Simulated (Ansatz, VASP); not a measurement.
**One calculation of CaIrC4N4, two programs**

```
Ca Ir C N
1.0
     6.54988   -0.00938   -0.02194
    -0.00954    6.53768   -0.00921
    -0.02203   -0.00924    6.60891
Ca Ir C N
1 1 4 4
Direct
  0.99917 0.99804 0.99919
  0.50057 0.50138 0.50056
  0.21946 0.21924 0.21914
  0.21957 0.78006 0.77996
  0.77983 0.21928 0.78057
  0.78042 0.77970 0.21966
  0.32284 0.32316 0.32300
  0.32336 0.67798 0.67663
  0.67724 0.32347 0.67735
  0.67754 0.67769 0.32394
```

Change from the starting cell: cell x1, atoms moved at random (sigma 0.15 Å) and cell strained at random (1.5 %), then relaxed without symmetry.

Alike in both runs: functional PBE; k mesh 2 × 2 × 2; occupations gaussian, width 0.1 eV; collinear spin.

Ansatz relaxed the structure, and its values are those at the end. VASP's run is a single point on that final structure, the one shown.

|  | VASP | Ansatz |
| --- | --- | --- |
| version | VASP 6.6.1 | Ansatz 0.2.0 |
| potentials or method | VASP PAW PBE potentials, release 64 (Ca_sv, Ir, C, N), cutoff 520 eV | scalar-relativistic, plane waves, PAW |
| valence electrons in the cell | 55 | 63 |

|  | VASP | Ansatz | Ansatz less VASP |
| --- | --- | --- | --- |
| gap on the k mesh at the Fermi level (eV) | 1.13 | 1.14 | +0.006 |
| least direct gap on the mesh (eV) | 1.13 | 1.14 | +0.006 |
| pressure (GPa) | 0.3 | 0.0 | -0.33 |
| rms of the force components (eV/Å) | 0.162 | 0.001 | -0.1618 |
| net moment per atom (μB) | 0.30 | 0.30 | 0.000 |
| size of the moment on the site where the two differ most (μB) | 1.94 | 1.27 | -0.666 |

Site moments also hang on the region over which each program counts them. VASP's potentials hold 55 valence electrons a cell and Ansatz's 63, so a difference there can come from the potentials and not from the codes.

The k mesh is coarse, so the values compare programs but aren't converged. Neither program's run includes spin-orbit coupling. Noted on VASP's run: the standard files for N, O and F lose accuracy on very short bonds.
